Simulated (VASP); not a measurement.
Here is a VASP 6.6.1 calculation.

The input INCAR:

```
PREC     = Accurate       # precision mode
ENCUT    = 520            # plane-wave cutoff, eV
EDIFF    = 1E-6           # SCF threshold, eV
ISMEAR   = -1             # smearing method
SIGMA    = 0.05           # smearing width, eV
LREAL    = F              # projectors in reciprocal space
LASPH    = T              # aspherical terms in the spheres
NELM     = 60             # most SCF steps
ALGO     = Normal         # electronic algorithm
ISIF     = 2              # what is computed and relaxed
LWAVE    = F              # write WAVECAR
LCHARG   = F              # write CHGCAR
GGA      = PS             # functional
NBANDS   = 22             # bands
```

File KPOINTS:

```
regular mesh
0
Gamma
  7 7 7
```

POSCAR

```
Bi
1.0
    2.2682061405      1.3095494258      3.8516448946
   -2.2682061405      1.3095494258      3.8516448946
    0.0000000000     -2.6190988516      3.8516448946
Bi
2
Direct
    0.7631295973      0.7631295973      0.7631295973
    0.2368704027      0.2368704027      0.2368704027
```

Potentials or basis: VASP PAW PBE potentials, release 64 (Bi_d).

The run is started by

```bash
$ cat potpaw_PBE.64/Bi_d/POTCAR > POTCAR
$ mpirun -np 1 vasp_std > vasp.out
```

Question: Estimate the pressure.

Answer: -0.1 GPa.

Question: Predict the largest force.

Answer: 0.005 eV/Å.

Forces in eV/Å, atoms in the order of the input:
```
Bi   0.000  0.000  0.005
Bi   0.000  0.000 -0.005
```

Caveat: the PAW data sets were made with another functional, which shifts forces and pressure a little.
